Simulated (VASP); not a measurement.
Input of a VASP 6.6.1 run:

The input INCAR:

```
SYSTEM = AlIn2
PREC     = Accurate       ! precision mode
ENCUT    = 600            ! plane-wave cutoff, eV
EDIFF    = 1E-6           ! SCF threshold, eV
ISMEAR   = 0              ! smearing method
SIGMA    = 0.1            ! smearing width, eV
LREAL    = .False.        ! projectors in reciprocal space
LASPH    = .True.         ! aspherical terms in the spheres
NELM     = 60             ! most SCF steps
ALGO     = Fast           ! electronic algorithm
ISIF     = 3              ! what is computed and relaxed
LWAVE    = .False.        ! write WAVECAR
LCHARG   = .False.        ! write CHGCAR
GGA      = PE             ! functional
IBRION   = 2              ! ionic algorithm
NSW      = 90             ! ionic steps
EDIFFG   = -0.04          ! ionic threshold
```

KPOINTS

```
regular mesh
0
Gamma
  4 4 4
  0 0 0
```

The input POSCAR:

```
AlIn2
1.0
   -3.2665182300      3.2665182300      2.7247952600
    3.2665182300     -3.2665182300      2.7247952600
    3.2665182300      3.2665182300     -2.7247952600
Al In
2 4
Direct
    0.7500000000      0.7500000000      0.0000000000
    0.2500000000      0.2500000000      0.0000000000
    0.6585508300      0.1585508300      0.8171016600
    0.1585508300      0.3414491700      0.5000000000
    0.8414491700      0.6585508300      0.5000000000
    0.3414491700      0.8414491700      0.1828983400
```

Potentials or basis: VASP PAW PBE potentials, release 64 (Al, In_d).

The run is started by

```sh
$ cat potpaw_PBE.64/Al/POTCAR potpaw_PBE.64/In_d/POTCAR > POTCAR
$ mpirun -np 1 vasp_std > vasp.out
```

Problem. What does it give for the relaxed volume?

Solution. 24.16 Å³/atom.

Problem. What does it give for the band gap on the k mesh?

Solution. Zero (bands 29 and 30 overlap by 2.71 eV).

Problem. Estimate the space group after relaxing (to 0.1 Å).

Solution. I4/mcm (No. 140).

Problem. Estimate the relaxed cell.

Solution. a = 5.795 Å, b = 5.795 Å, c = 5.795 Å, α = 103.90°, β = 103.90°, γ = 121.31°.

Stress tensor (GPa, compression positive):
```
 0.05  0.00  0.00
 0.00  0.05  0.00
 0.00  0.00 -0.03
```

Caveat: the k points lie up to 0.35 Å⁻¹ apart in the final cell, too coarse for converged energies and pressures of a metal; the volume moved by over 15 % at a fixed basis, so the end points are rough; spin-orbit coupling is left out, which moves the levels of the heavy elements.
